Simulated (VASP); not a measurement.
# KCl (F-43m) in VASP: notebook, part 2 of 2

VASP 6.6.1. The steps go on from the part before.

**5. Single point, r2SCAN**

POSCAR reads:

```
KCl
1.0
    0.0000000000      3.5072828324      3.5072828324
    3.5072828324      0.0000000000      3.5072828324
    3.5072828324      3.5072828324      0.0000000000
K Cl
1 1
Direct
    0.0000000000      0.0000000000      0.0000000000
    0.2500000000      0.2500000000      0.2500000000
```

INCAR.step1 reads:

```
PREC = Accurate
ENCUT = 520
ISMEAR = 0
SIGMA = 0.01
LREAL = F
LASPH = T
NELM = 100
NBANDS = 15
GGA = PE
ALGO = Normal
EDIFF = 1E-4
LWAVE = T
LCHARG = F
```

INCAR.step2 reads:

```
PREC = Accurate
ENCUT = 520
EDIFF = 1E-6
ISMEAR = 0
SIGMA = 0.01
LREAL = F
LASPH = T
NELM = 100
ALGO = Normal
ISIF = 2
LWAVE = F
LCHARG = F
METAGGA = R2SCAN
LMIXTAU = T
NBANDS = 15
ISTART = 1
```

KPOINTS reads:

```
regular mesh
0
Gamma
  6 6 6
```

Potentials or basis: VASP PAW PBE potentials, release 64 (K_sv, Cl).

Launch:

```sh
$ cat potpaw_PBE.64/K_sv/POTCAR potpaw_PBE.64/Cl/POTCAR > POTCAR
$ cp INCAR.step1 INCAR
$ mpirun -np 1 vasp_std > vasp.out
$ cp INCAR.step2 INCAR
$ mpirun -np 1 vasp_std > vasp.out
```

OUTCAR:

```text
PREC = Accurate
   ENCUT = 520
   EDIFF = 1E-6
   ISMEAR = 0
   LREAL = F
   LASPH = T
   NELM = 100
   ISIF = 2
   METAGGA = R2SCAN
   ISTART = 1

 ion  position               nearest neighbor table
   1  0.000  0.000  0.000-   2 3.04   2 3.04   2 3.04   2 3.04
   2  0.250  0.250  0.250-   1 3.04   1 3.04   1 3.04   1 3.04

  LATTYP: Found a face centered cubic cell.
 ALAT       =     7.0145656648

  Lattice vectors:

 A1 = (   0.0000000000,   3.5072828324,   3.5072828324)
 A2 = (   3.5072828324,   0.0000000000,   3.5072828324)
 A3 = (   3.5072828324,   3.5072828324,   0.0000000000)

Analysis of symmetry for initial positions (statically):
=====================================================================
 Subroutine PRICEL returns:
 Original cell was already a primitive cell.

 Routine SETGRP: Setting up the symmetry group for a
 face centered cubic supercell.

 Subroutine GETGRP returns: Found 24 space group operations
 (whereof 24 operations were pure point group operations)
 out of a pool of 48 trial point group operations.
[... 165 lines left out ...]
      2     -15.8894      2.00000
      3     -14.6655      2.00000
      4     -14.6655      2.00000
      5     -14.6655      2.00000
      6      -3.6319      2.00000
      7      -3.6319      2.00000
      8      -3.6319      2.00000
      9       1.7581      0.00000
     10       6.5446      0.00000
     11       6.5446      0.00000
     12       7.5519      0.00000
     13       7.5519      0.00000
     14       7.5519      0.00000
[... 257 lines left out ...]
      2     -16.0964      2.00000
      3     -14.6988      2.00000
      4     -14.6912      2.00000
      5     -14.4014      2.00000
      6      -3.8902      2.00000
      7      -3.6918      2.00000
      8      -3.5986      2.00000
      9       3.7248      0.00000
     10       4.6877      0.00000
     11       7.1001      0.00000
     12       7.1291      0.00000
     13       7.3428      0.00000
     14       7.7547      0.00000
     15       8.3492      0.00000

------------------------ aborting loop because EDIFF is reached ----------------------------------------

  FORCE on cell =-STRESS in cart. coord.  units (eV):
  Direction    XX          YY          ZZ          XY          YZ          ZX
  --------------------------------------------------------------------------------------
  -------------------------------------------------------------------------------------
  Total       -0.0070217     -0.0070217     -0.0070217      0.0000000      0.0000000      0.0000000
  in kB       -0.1303792     -0.1303792     -0.1303792      0.0000000      0.0000000      0.0000000
  external PRESSURE =      -0.1303792 kB  Pullay stress =       0.0000000 kB

 VOLUME and BASIS-vectors are now :
 -----------------------------------------------------------------------------
  energy-cutoff  :      520.00
  volume of cell :       86.29
      direct lattice vectors                 reciprocal lattice vectors
     0.000000000  3.507282832  3.507282832    -0.142560502  0.142560502  0.142560502
     3.507282832  0.000000000  3.507282832     0.142560502 -0.142560502  0.142560502
     3.507282832  3.507282832  0.000000000     0.142560502  0.142560502 -0.142560502

 POSITION                                       TOTAL-FORCE (eV/Angst)
 -----------------------------------------------------------------------------------
      0.00000      0.00000      0.00000        -0.000000      0.000000      0.000000
      1.75364      1.75364      1.75364         0.000000     -0.000000     -0.000000
 -----------------------------------------------------------------------------------
    total drift:                               -0.000000     -0.000000     -0.000000

  FREE ENERGIE OF THE ION-ELECTRON SYSTEM (eV)
  ---------------------------------------------------
  free  energy   TOTEN  =       -16.2219685931 eV

  energy  without entropy=      -16.2219685931  energy(sigma->0) =      -16.22196859
```

OUTCAR.step1:

```text
PREC = Accurate
   ENCUT = 520
   ISMEAR = 0
   LREAL = F
   LASPH = T
[... 498 lines left out ...]
 -----------------------------------------------------------------------------------
      0.00000      0.00000      0.00000         0.000000      0.000000     -0.000000
      1.75364      1.75364      1.75364        -0.000000      0.000000      0.000000
 -----------------------------------------------------------------------------------
    total drift:                                0.000000      0.000000      0.000000

  FREE ENERGIE OF THE ION-ELECTRON SYSTEM (eV)
  ---------------------------------------------------
  free  energy   TOTEN  =        -6.6186208492 eV

  energy  without entropy=       -6.6186208492  energy(sigma->0) =       -6.61862085
```

OSZICAR.step1:

```text
N       E                     dE             d eps       ncg     rms          rms(c)
DAV:   1     0.104334539539E+03    0.10433E+03   -0.66596E+03   480   0.915E+02
DAV:   2     0.498771253562E+00   -0.10384E+03   -0.95003E+02   651   0.225E+02
DAV:   3    -0.678739532900E+01   -0.72862E+01   -0.72420E+01   641   0.533E+01
DAV:   4    -0.710070976590E+01   -0.31331E+00   -0.31321E+00   847   0.978E+00
DAV:   5    -0.710232042947E+01   -0.16107E-02   -0.16106E-02   634   0.772E-01    0.348E+00
DAV:   6    -0.663221260999E+01    0.47011E+00   -0.70582E-01   641   0.375E+00    0.270E+00
DAV:   7    -0.659052352778E+01    0.41689E-01   -0.18841E-01   676   0.213E+00    0.165E+00
DAV:   8    -0.661383663179E+01   -0.23313E-01   -0.29927E-02   640   0.115E+00    0.314E-01
DAV:   9    -0.661588862052E+01   -0.20520E-02   -0.20990E-03   627   0.244E-01    0.169E-01
DAV:  10    -0.661858403197E+01   -0.26954E-02   -0.18963E-03   480   0.265E-01    0.331E-02
DAV:  11    -0.661862084920E+01   -0.36817E-04   -0.48771E-05   472   0.517E-02
   1 F= -.66186208E+01 E0= -.66186208E+01  d E =-.475370E-27
```

Wall time 2.3 min (1 thread of Intel Xeon 8259CL, shared host); peak memory 0.26 GiB.

What came out:

* Free energy: -16.2220 eV
* Pressure: 0.0 GPa
* Band gap on the k mesh: 5.35 eV (least direct gap 5.39 eV)

Caveat: the PAW data sets were made with another functional, which shifts forces and pressure a little.

**6. The runs side by side**

| level | cutoff (eV) | gap on the mesh (eV) | pressure (GPa) |
| --- | --- | --- | --- |
| PBE | 500 | 4.77 | 0.3 |
| PBE | 520 | 4.77 | 0.3 |
| r2SCAN | 520 | 5.35 | 0.0 |

Alike in all rows: task single point; potentials or basis VASP PAW PBE potentials, release 64 (K_sv, Cl); no spin polarisation; cell as given; k mesh 6 × 6 × 6; smearing gaussian 0.01 eV.

On the cell as given the gap runs from 4.77 eV (PBE) to 5.35 eV (r2SCAN). The pressure there spans 0.0 GPa (r2SCAN) to 0.3 GPa (PBE); a positive pressure means that this level wants a larger cell, a negative one a smaller.

Caveats: the PAW data sets were made with another functional, which shifts forces and pressure a little (at least some runs).

Total energies depend on the potentials used, so only differences within one code and one set of settings carry meaning.
